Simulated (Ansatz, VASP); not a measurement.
## One calculation of NaF, two programs

```
Na F
1.0
     0.00000    2.25122    2.25122
     2.25122    0.00000    2.25122
     2.25122    2.25122    0.00000
Na F
1 1
Direct
  0.00000 0.00000 0.00000
  0.50000 0.50000 0.50000
```

Change from the starting cell: hydrostatic strain -2.0%.

Alike in both runs: task single point; functional PBE; k mesh 10 × 10 × 10; occupations fermi-dirac, width 0.02 eV; no spin polarisation.

|  | VASP | Ansatz |
| --- | --- | --- |
| version | VASP 6.6.1 | Ansatz 0.2.0 |
| potentials or method | VASP PAW PBE potentials, release 64 (Na_pv, F) | plane waves, PAW |
| plane-wave cutoff (eV) | 520 | 420 |
| valence electrons in the cell | 14 | 16 |

|  | VASP | Ansatz | Ansatz less VASP |
| --- | --- | --- | --- |
| gap on the k mesh at the Fermi level (eV) | 6.79 | 6.81 | +0.019 |
| pressure (GPa) | 7.8 | 7.8 | +0.03 |

VASP's potentials hold 14 valence electrons a cell and Ansatz's 16, so a difference there can come from the potentials and not from the codes.
